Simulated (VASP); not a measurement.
Set up this calculation in VASP 6.6.1, as the native input.

```yaml
Task: single point
Functional: PBE
Potentials_or_basis: VASP PAW PBE potentials, release 64 (Fe_sv, S)
Cutoff: 690 eV
k_mesh: 6 × 6 × 8
Occupations: gaussian, width 0.02 eV
Spin: no spin polarisation
Dipole_correction: no
Further_INCAR_settings: ALGO = Normal; EDIFF = 1e-06; NBANDS = 37
```

The structure of FeS2 lies in POSCAR:

```
FeS2
1.0
    4.4389212667      0.0000000000      0.0000000000
    0.0000000000      5.4097833864      0.0000000000
    0.0000000000      0.0000000000      3.3893446617
Fe S
2 4
Direct
    0.0000000000      0.0000000000      0.0000000000
    0.5000000000      0.5000000000      0.5000000000
    0.2062736458      0.3751842722      0.0000000000
    0.2937263542      0.8751842722      0.5000000000
    0.7937263542      0.6248157278      0.0000000000
    0.7062736458      0.1248157278      0.5000000000
```

These files were run (other wordings do the same):

INCAR

```
PREC = Accurate ; ENCUT = 690
EDIFF = 1E-6 ; ISMEAR = 0
SIGMA = 0.02 ; LREAL = F
LASPH = T ; NELM = 120
ALGO = Normal ; ISIF = 2
LWAVE = F ; LCHARG = F
GGA = PE ; NBANDS = 37
GGA_COMPAT = F
```

KPOINTS

```
Automatic mesh
0
Gamma
  6 6 8
```

Potentials or basis: VASP PAW PBE potentials, release 64 (Fe_sv, S).

Launch:

```console
$ cat potpaw_PBE.64/Fe_sv/POTCAR potpaw_PBE.64/S/POTCAR > POTCAR
$ mpirun -np 1 vasp_std > vasp.out
```

Results of the run:

```
Pressure               : -0.7 GPa
Largest force          : 0.014 eV/Å
Band gap on the k mesh : 0.89 eV (least direct gap 1.21 eV)
```

Wall time 7.9 min on 1 thread of AMD EPYC 7R43 64-Core Processor (Zen 3) (shared host), peak memory 0.38 GiB.
